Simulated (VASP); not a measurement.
BaTiO3, 5 atoms in the cell. Symmetry: Pm-3m, No. 221, cubic system. The conventional cell has a = 4.006 Å, b = 4.006 Å, c = 4.006 Å, α = 90.00°, β = 90.00°, γ = 90.00°. Ba (site symmetry m-3m) has 12 O at 2.83 Å and 8 Ti at 3.47 Å within 3.7 Å. Ti (site symmetry m-3m) has 6 O at 2.00 Å within 2.7 Å. Within 2.7 Å of O (site symmetry 4/mmm) lie 2 Ti at 2.00 Å. 

| Property | Result |
| --- | --- |
| Program | VASP 6.6.1 |
| Task | electric field gradients |
| Functional | PBEsol |
| Potentials or basis | VASP PAW PBE potentials, release 64 (Ba_sv, Ti_sv, O) |
| Cutoff | 520 eV |
| k mesh | 8 × 8 × 8 |
| Occupations | fermi-dirac, width 0.02 eV |
| Spin | no spin polarisation |
| Dipole correction | no |
| Further INCAR settings | ALGO = Normal; EDIFF = 1e-08; NBANDS = 28 |

Potentials or basis: VASP PAW PBE potentials, release 64 (Ba_sv, Ti_sv, O).

The run is started by

```sh
$ cat potpaw_PBE.64/Ba_sv/POTCAR potpaw_PBE.64/Ti_sv/POTCAR potpaw_PBE.64/O/POTCAR > POTCAR
$ mpirun -np 1 vasp_std > vasp.out
```

Hardware: 1 thread of Intel(R) Xeon(R) Platinum 8488C (Sapphire Rapids) (shared host).

Q: How long does it take, and how much memory?

A: Run time: 58 s on 1 thread of Intel(R) Xeon(R) Platinum 8488C (Sapphire Rapids), with other jobs on the host, peak memory 0.21 GiB. Counts: scf iterations 18, k points 35.
